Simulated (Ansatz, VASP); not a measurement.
## One calculation of TePb, two programs

```
Pb Te
1.0
     0.00000    3.33319    3.33319
     3.33319    0.00000    3.33319
     3.33319    3.33319    0.00000
Pb Te
1 1
Direct
  0.00000 0.00000 0.00000
  0.50000 0.50000 0.50000
```

Change from the starting cell: hydrostatic strain +2.0%.

Alike in both runs: task single point; functional HSE06; k mesh 6 × 6 × 6; no spin polarisation.

```csv
,VASP,Ansatz
version,VASP 6.6.1,Ansatz 0.2.0
potentials or method,"VASP PAW PBE potentials, release 64 (Pb_d, Te)","plane waves, PAW"
plane-wave cutoff (eV),520,420
occupations,"gaussian, width 0.01 eV",fixed
valence electrons in the cell,20,30
```

Ansatz gave:

| Item | Value |
| --- | --- |
| gap on the k mesh at the Fermi level (eV) | 1.32 |
| pressure (GPa) | -2.4 |

Estimate VASP's values.

gap on the k mesh at the Fermi level (eV): 1.29; pressure (GPa): -2.6.

VASP's potentials hold 20 valence electrons a cell and Ansatz's 30, so a difference there can come from the potentials and not from the codes. Ansatz's warnings: stress exchange threshold loose, stress scf threshold loose.

Neither program's run includes spin-orbit coupling.
